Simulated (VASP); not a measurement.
# SiW6 in VASP: further runs, part 2 of 2

VASP 6.6.1. The steps go on from the part before.

### 4 Single point, PBE+D3(BJ)

INCAR reads:

```
SYSTEM = SiW6
PREC = Accurate ; ENCUT = 520
EDIFF = 1E-6 ; ISMEAR = 0
SIGMA = 0.1 ; LREAL = .False.
LASPH = .True. ; NELM = 80
ALGO = Normal ; ISIF = 2
LWAVE = .False. ; LCHARG = .False.
LDIPOL = .True. ; IDIPOL = 3
DIPOL = 0.5 0.5 0.318 ; GGA = PE
IVDW = 12 ; NBANDS = 53
```

KPOINTS reads:

```
regular mesh
0
Gamma
  6 6 1
  0 0 0
```

POSCAR reads:

```
SiW6
1.0
    4.4682526324      0.0000000000      0.0000000000
   -2.2341263162      3.8696202902      0.0000000000
    0.0000000000      0.0000000000     21.7259061349
W Si
6 1
Direct
    0.6666666667      0.3333333333      0.1841119986
    0.3333333333      0.6666666667      0.2260931360
    0.0000000000      0.0000000000      0.2680742733
    0.6666666667      0.3333333333      0.3070897866
    0.3333333333      0.6666666667      0.3466976876
    0.0000000000      0.0000000000      0.3832248047
    0.0000000000      0.6666666667      0.5121032037
```

Potentials or basis: VASP PAW PBE potentials, release 64 (W_sv, Si).

Launch:

```sh
$ cat potpaw_PBE.64/W_sv/POTCAR potpaw_PBE.64/Si/POTCAR > POTCAR
$ mpirun -np 1 vasp_std > vasp.out
```

OUTCAR:

```text
SYSTEM = SiW6
   PREC = Accurate
   ENCUT = 520
   EDIFF = 1E-6
   ISMEAR = 0
   LREAL = .False.
   LASPH = .True.
   NELM = 80
   ISIF = 2
   GGA = PE
   IVDW = 12
 IVDW          = 12

 ion  position               nearest neighbor table
   1  0.667  0.333  0.184-   4 2.67   2 2.74   2 2.74   2 2.74   3 3.16   3 3.16   3 3.16
   2  0.333  0.667  0.226-   5 2.62   3 2.74   3 2.74   3 2.74   1 2.74   1 2.74   1 2.74   4 3.12
                             4 3.12   4 3.12
   3  0.000  0.000  0.268-   6 2.50   4 2.72   4 2.72   4 2.72   2 2.74   2 2.74   2 2.74   5 3.09
                             5 3.09   5 3.09   1 3.16   1 3.16   1 3.16
   4  0.667  0.333  0.307-   1 2.67   3 2.72   3 2.72   3 2.72   5 2.72   5 2.72   5 2.72   6 3.06
                             6 3.06   6 3.06   2 3.12   2 3.12   2 3.12
   5  0.333  0.667  0.347-   2 2.62   6 2.70   6 2.70   6 2.70   4 2.72   4 2.72   4 2.72   3 3.09
                             3 3.09   3 3.09
   6  0.000  0.000  0.383-   3 2.50   5 2.70   5 2.70   5 2.70   4 3.06   4 3.06   4 3.06   7 3.17

   7  0.000  0.667  0.512-   6 3.17

  LATTYP: Found a hexagonal cell.
 ALAT       =     4.4682526324
 C/A-ratio  =     4.8622824004

  Lattice vectors:

 A1 = (   4.4682526324,   0.0000000000,   0.0000000000)
 A2 = (  -2.2341263162,   3.8696202902,   0.0000000000)
 A3 = (   0.0000000000,   0.0000000000,  21.7259061349)

Analysis of symmetry for initial positions (statically):
=====================================================================
 Subroutine PRICEL returns:
 Original cell was already a primitive cell.

 Routine SETGRP: Setting up the symmetry group for a
 hexagonal supercell.

 Subroutine GETGRP returns: Found  1 space group operations
 (whereof  1 operations were pure point group operations)
 out of a pool of 24 trial point group operations.

The static configuration has the point symmetry C_1 .

Analysis of symmetry for dynamics (positions and initial velocities):
=====================================================================
 Subroutine PRICEL returns:
 Original cell was already a primitive cell.

 Routine SETGRP: Setting up the symmetry group for a
 hexagonal supercell.

 Subroutine GETGRP returns: Found  1 space group operations
 (whereof  1 operations were pure point group operations)
 out of a pool of 24 trial point group operations.

The dynamic configuration has the point symmetry C_1 .

 Subroutine INISYM returns: Found  1 space group operations
 (whereof  1 operations are pure point group operations),
 and found     1 'primitive' translations

----------------------------------------------------------------------------------------

                                     Primitive cell

  volume of cell :     375.6505

  direct lattice vectors                    reciprocal lattice vectors
     4.468252632  0.000000000  0.000000000     0.223801133  0.129211644  0.000000000
    -2.234126316  3.869620290  0.000000000     0.000000000  0.258423288  0.000000000
     0.000000000  0.000000000 21.725906135     0.000000000  0.000000000  0.046028000
[... 69 lines left out ...]
  0.500000 -0.166667  0.000000      2.000000
  0.333333  0.333333  0.000000      2.000000
   k-points           NKPTS =     20   k-points in BZ     NKDIM =     20   number of bands    NBANDS=     53
   number of dos      NEDOS =    301   number of ions     NIONS =      7
   total plane-waves  NPLWV = 209952
   dimension x,y,z NGX =    36 NGY =   36 NGZ =  162
   dimension x,y,z NGXF=    72 NGYF=   72 NGZF=  324
   ions per type =               6   1
   NGX,Y,Z   is equivalent  to a cutoff of  13.39, 13.39, 12.40 a.u.
   NGXF,Y,Z  is equivalent  to a cutoff of  26.79, 26.79, 24.79 a.u.
 SYSTEM =  SiW6
   PREC   = accura    normal or accurate (medium, high low for compatibility)
   ISTART =      0    job   : 0-new  1-cont  2-samecut
   ICHARG =      2    charge: 1-file 2-atom 10-const
   ISPIN  =      1    spin polarized calculation?
   LNONCOLLINEAR =      F non collinear calculations
   LSORBIT =      F    spin-orbit coupling
   LASPH  =      T    aspherical Exc in radial PAW
   ENCUT  =  520.0 eV  38.22 Ry    6.18 a.u.   8.31  8.31 40.40*2*pi/ulx,y,z
   NELM   =     80;   NELMIN=  2; NELMDL= -5     # of ELM steps
   EDIFF  = 0.1E-05   stopping-criterion for ELM
   LREAL  =      F    real-space projection
   EDIFFG = 0.1E-04   stopping-criterion for IOM
   NSW    =      0    number of steps for IOM
   IBRION =     -1    ionic relax: 0-MD 1-quasi-New 2-CG
   NFREE  =      0    steps in history (QN), initial steepest desc. (CG)
   ISIF   =      2    stress and relaxation
   ISYM   =      2    0-nonsym 1-usesym 2-fastsym
   POTIM  = 0.5000    time-step for ionic-motion
   TEBEG  =    0.0;   TEEND  =   0.0 temperature during run
   PSTRESS=    0.0 pullay stress
   NELECT =      88.0000    total number of electrons
   NUPDOWN=      -1.0000    fix difference up-down
   EMIN   =  10.00;   EMAX   =-10.00  energy-range for DOS
   EFERMI =   0.00;   METHOD = LEGACY
   ISMEAR =     0;   SIGMA  =   0.10  broadening in eV -4-tet -1-fermi 0-gaus
   EFERMI_NEDOS =   21; number of points for ismear=-14 and -15
   IALGO  =     38    algorithm
   IMIX   =      4    mixing-type and parameters
     AMIX     =   0.40;   BMIX     =  1.00
     AMIX_MAG =   1.60;   BMIX_MAG =  1.00
  volume/ion in A,a.u.               =      53.66       362.14
  Fermi-wavevector in a.u.,A,eV,Ry     =   1.009193  1.907099 13.857143  1.018471
  Thomas-Fermi vector in A             =   2.142107
   LORBIT       =      0    0 simple, 1 ext, 2 COOP (PROOUT), +10 PAW based schemes
   GGA     = PE    functional components
   LHFCALC =     F    Hartree Fock is set to
   AEXX    =    0.0000 exact exchange contribution
   IVDW    =    12    specifies the selected vdW correction
   LEPSILON=     F    determine dielectric tensor
   LRPA    =     F    only Hartree local field effects (RPA)
 non-spin polarized calculation
 Gauss-broadening in eV      SIGMA  =   0.10
  energy-cutoff  :      520.00
  volume of cell :      375.65
 maximum number of plane-waves:     10145
 NGX is ok and might be reduce to    36
   NGX = 17   NGY = 17   NGZ = 81

 dipolmoment           0.000000      0.000000     -0.329663 electrons x Angstroem

 number of electron      88.0000002 magnetization

 dipolmoment           0.000000      0.000000      0.068418 electrons x Angstroem

 Free energy of the ion-electron system (eV)
  ---------------------------------------------------
  ext. energy  EPLUGINS =         0.00000000
  ---------------------------------------------------
  free energy    TOTEN  =       -72.70622625 eV

  energy without entropy =      -72.67045587  energy(sigma->0) =      -72.68834106

 E-fermi :   0.3173     XC(G=0):  -5.3523

 val. band max:        0.2802789600   @ k =  -0.1667   0.3333   0.0000
 cond. band min:       0.3247195034   @ k =   0.5000   0.3333   0.0000
 fundamental gap:      0.0444405434
 Fermi energy:         0.3173269349

 k-point     1 :       0.0000    0.0000    0.0000
  band No.  band energies     occupation
      1     -73.7126      2.00000
      2     -73.5927      2.00000
      3     -73.5693      2.00000
      4     -73.4961      2.00000
      5     -73.4070      2.00000
      6     -73.3393      2.00000
[... 1109 lines left out ...]
     52       1.7753      0.00000
     53       2.0642      0.00000

------------------------ aborting loop because EDIFF is reached ----------------------------------------

 vacuum level on the upper side and lower side of the slab       (xc-potential included)         0.124        -0.575

 Edisp (eV)   -2.83251

 E8    (eV) :    -1.4858

  FORCE on cell =-STRESS in cart. coord.  units (eV):
  Direction    XX          YY          ZZ          XY          YZ          ZX
  --------------------------------------------------------------------------------------
  -------------------------------------------------------------------------------------
  Total      -8.41375    -8.27861    -7.93027     0.23162     0.68986     0.13198
  in kB     -35.88528   -35.30889   -33.82319     0.98790     2.94231     0.56288
  external pressure =      -35.01 kB  Pullay stress =        0.00 kB

 VOLUME and BASIS-vectors are now :
 -----------------------------------------------------------------------------
  energy-cutoff  :      520.00
  volume of cell :      375.65
      direct lattice vectors                 reciprocal lattice vectors
     4.468252632  0.000000000  0.000000000     0.223801133  0.129211644  0.000000000
    -2.234126316  3.869620290  0.000000000     0.000000000  0.258423288  0.000000000
     0.000000000  0.000000000 21.725906135     0.000000000  0.000000000  0.046028000

 POSITION                                       TOTAL-FORCE (eV/Angst)
 -----------------------------------------------------------------------------------
      2.23413      1.28987      4.00000         0.085128     -0.003691      2.095721
     -0.00000      2.57975      4.91208        -0.032769      0.058296     -0.700784
      0.00000      0.00000      5.82416         0.033383     -0.119090     -1.910933
      2.23413      1.28987      6.67180        -0.184145      0.031570     -0.113263
     -0.00000      2.57975      7.53232        -0.220897      0.141094      0.743821
      0.00000      0.00000      8.32591         0.322213     -0.372206      1.864619
     -1.48942      2.57975     11.12591        -0.002914      0.264028     -1.979180
 -----------------------------------------------------------------------------------
    total drift:                               -0.000025      0.000013     -0.000313

  FREE ENERGIE OF THE ION-ELECTRON SYSTEM (eV)
  ---------------------------------------------------
  free  energy   TOTEN  =       -75.5387409529 eV

  energy  without entropy=      -75.5029705652  energy(sigma->0) =      -75.52085576

 vacuum level on the upper side and lower side of the slab         4.743         4.037
```

Run time: 17 min. Hardware: 1 thread of Oxide Virtual Turin-like, shared host; peak memory 0.62 GiB.

What came out:

* Free energy: -75.5387 eV
* Largest force: 2.097 eV/Å
* Band gap on the k mesh: zero (band 44 reaches 0.41 eV, above the bottom of band 45 at 0.13 eV)
* Dispersion energy per atom: -0.405 eV

Forces on the atoms (eV/Å):
```
W    0.085 -0.004  2.096
W   -0.033  0.058 -0.701
W    0.033 -0.119 -1.911
W   -0.184  0.032 -0.113
W   -0.221  0.141  0.744
W    0.322 -0.372  1.865
Si  -0.003  0.264 -1.979
```

Caveat: spin-orbit coupling is left out, which moves the levels of the heavy elements.

### 5 Single point, PBE+D3(BJ)

INCAR reads:

```
ALGO     = Normal         # electronic algorithm
DIPOL    = 0.5 0.5 0.318
EDIFF    = 1E-7           # SCF threshold, eV
ENCUT    = 520            # plane-wave cutoff, eV
GGA      = PE             # functional
IDIPOL   = 3            
ISIF     = 2              # what is computed and relaxed
ISMEAR   = 0              # smearing method
IVDW     = 12             # dispersion correction
LASPH    = T              # aspherical terms in the spheres
LCHARG   = F              # write CHGCAR
LDIPOL   = T            
LREAL    = F              # projectors in reciprocal space
LWAVE    = F              # write WAVECAR
NBANDS   = 53             # bands
NELM     = 80             # most SCF steps
PREC     = Accurate       # precision mode
SIGMA    = 0.1            # smearing width, eV
```

KPOINTS reads:

```
k-points
0
Gamma
  6 6 1
```

Edit POSCAR of step 4 so:

```diff
@@ -14,2 +14,2 @@
     0.0000000000      0.0000000000      0.3832248047
-    0.0000000000      0.6666666667      0.5121032037
+    0.0000000000      0.8888888889      0.5121032037
```

Launch:

```sh
$ cat potpaw_PBE.64/W_sv/POTCAR potpaw_PBE.64/Si/POTCAR > POTCAR
$ mpirun -np 1 vasp_std > vasp.out
```

Wall time 18 min (1 thread of Oxide Virtual Turin-like, shared host); peak memory 0.62 GiB.

It converged, with:

```
Free energy                : -75.6397 eV
Largest force              : 2.375 eV/Å
Band gap on the k mesh     : zero (band 44 reaches 0.39 eV, above the bottom of band 45 at 0.05 eV)
Dispersion energy per atom : -0.401 eV
```

Forces in eV/Å, atoms in the order of the input:
```
W    0.036 -0.042  2.071
W   -0.010  0.042 -0.606
W    0.034 -0.095 -2.372
W   -0.061  0.053 -0.163
W   -0.120  0.148  0.587
W    0.098 -0.107  2.311
Si   0.024  0.000 -1.827
```

Levels at points of the mesh, in eV from the Fermi level:
| k point | band 40 | band 41 | band 42 | band 43 | band 44 | band 45 | band 46 | band 47 | band 48 | band 49 |
| --- | --- | --- | --- | --- | --- | --- | --- | --- | --- | --- |
| (0.00, 0.00, 0.00) | -1.23 | -1.23 | -1.09 | -1.08 | -0.44 | 0.77 | 0.96 | 1.08 | 1.59 | 1.60 |
| (0.50, 0.00, 0.00) | -1.36 | -1.04 | -0.79 | -0.26 | 0.08 | 0.25 | 0.29 | 0.49 | 0.76 | 1.35 |
| (0.00, 0.50, 0.00) | -1.36 | -0.97 | -0.81 | -0.30 | 0.08 | 0.26 | 0.33 | 0.44 | 0.73 | 1.36 |
| (0.50, 0.50, 0.00) | -1.36 | -1.14 | -0.78 | -0.23 | 0.07 | 0.12 | 0.27 | 0.66 | 0.76 | 1.40 |

Caveat: spin-orbit coupling is left out, which moves the levels of the heavy elements.
